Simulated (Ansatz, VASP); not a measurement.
One calculation of AlGaN2, two programs

INCAR

```
SYSTEM = AlGaN2
ALGO = Normal
EDIFF = 1E-6
ENCUT = 520
ISIF = 2
ISMEAR = 0
LASPH = .True.
LCHARG = .True.
LELF = .True.
LREAL = .False.
LVHAR = .True.
LWAVE = .False.
NBANDS = 21
NELM = 60
PREC = Accurate
SIGMA = 0.05
```

KPOINTS

```
k-points
0
Gamma
  8 8 6
  0 0 0
```

The input POSCAR:

```
AlGaN2
1.0
    3.1879902044      0.0000000000      0.0000000000
    0.0000000000      3.1879902044      0.0000000000
    0.0000000000      0.0000000000      4.4238379400
Al Ga N
1 1 2
Direct
    0.5000000000      0.5000000000      0.5000000000
    0.0000000000      0.0000000000      0.0000000000
    0.5000000000      0.0000000000      0.7382648100
    0.0000000000      0.5000000000      0.2617351900
```

Input for Ansatz:

```yaml
crystal:
  lattice:
    - [3.1879902044, 0.0, 0.0]
    - [0.0, 3.1879902044, 0.0]
    - [0.0, 0.0, 4.42383794]
  atoms:
    - { symbol: Al, position: [0.5, 0.5, 0.5] }
    - { symbol: Ga, position: [0.0, 0.0, 0.0] }
    - { symbol: "N", position: [0.5, 0.0, 0.73826481] }
    - { symbol: "N", position: [0.0, 0.5, 0.26173519] }
basis:
  ecutwfc: 420
kpoints:
  mp_grid: { grid: [8, 8, 6] }
hamiltonian:
  xc: lda
scf:
  occupations: { method: gaussian, width: 0.05 }
output:
  forces: true
  stress: true
  eigenvalues: true
```

Change from the starting cell: strain +0.0150 x Voigt [1, 1, 0, 0, 0, 0], atoms carried along.

Alike in both runs: task single point; functional LDA; k mesh 8 × 8 × 6; occupations gaussian, width 0.05 eV; no spin polarisation.

|  | VASP | Ansatz |
| --- | --- | --- |
| version | VASP 6.6.1 | Ansatz 0.2.0 |
| potentials or method | VASP PAW LDA potentials, release 64 (Al, Ga_d, N), cutoff 520 eV | scalar-relativistic, plane waves, PAW |
| valence electrons in the cell | 26 | 26 |

|  | VASP | Ansatz | Ansatz less VASP |
| --- | --- | --- | --- |
| gap on the k mesh at the Fermi level (eV) | 2.67 | 2.66 | -0.011 |
| least direct gap on the mesh (eV) | 2.67 | 2.66 | -0.011 |
| pressure (GPa) | -9.5 | -10.2 | -0.69 |
| traceless stress, the component that is largest in VASP (GPa) | 1.23 | 1.22 | -0.003 |
| rms of the force components (eV/Å) | 0.055 | 0.066 | +0.0108 |

LDA's correlation is that of Perdew and Zunger in VASP and of Perdew and Wang (1992) in Ansatz. Atom by atom the forces differ by 0.011 eV/Å (rms over components).
